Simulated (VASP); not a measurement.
Mg5Se: single point with PBE

Crystal: Mg5Se.

```
CELL_PARAMETERS angstrom
0.00000 4.13274 4.13274
4.13274 0.00000 4.13274
4.13274 4.13274 0.00000
ATOMIC_POSITIONS crystal
Mg 0.37522 0.37522 0.87435
Mg 0.37522 0.87435 0.37522
Mg 0.87435 0.37522 0.37522
Mg 0.37522 0.37522 0.37522
Mg 0.75000 0.75000 0.75000
Se 0.00000 0.00000 0.00000
```

```json
{"Program": "VASP 6.6.1", "Task": "single point", "Functional": "PBE", "Potentials or basis": "VASP PAW PBE potentials, release 64 (Mg, Se)", "Cutoff": "520 eV", "k mesh": "8 × 8 × 8", "Occupations": "gaussian, width 0.1 eV", "Spin": "no spin polarisation", "Dipole correction": "no", "Further INCAR settings": "ALGO = Normal; EDIFF = 1e-06; NBANDS = 17"}
```

```json
{"Pressure": "-0.1 GPa", "Largest force": "0.005 eV/Å", "Band gap on the k mesh": "zero (band 8 reaches 3.47 eV, above the bottom of band 9 at 2.25 eV)"}
```

Forces in eV/Å, atoms in the order of the input:
```
Mg   0.003  0.003 -0.003
Mg   0.003 -0.003  0.003
Mg  -0.003  0.003  0.003
Mg  -0.003 -0.003 -0.003
Mg   0.000  0.000  0.000
Se   0.000  0.000  0.000
```

Levels at points of the mesh, in eV from the Fermi level:
```tsv
k point	band 4	band 5	band 6	band 7	band 8	band 9	band 10	band 11	band 12	band 13
(0.00, 0.00, 0.00)	-2.94	-2.94	-1.29	-0.29	-0.29	-0.29	0.65	1.04	1.04	1.04
(0.50, 0.00, 0.00)	-3.14	-3.14	-1.98	-0.84	-0.84	-0.29	1.92	1.92	2.04	3.20
(0.50, 0.50, 0.00)	-3.75	-3.75	-2.58	-0.13	0.67	0.67	0.67	3.66	3.68	3.70
```

It took 84 s on 1 thread of Intel(R) Xeon(R) 6975P-C (Granite Rapids) (shared host), peak memory 0.34 GiB.
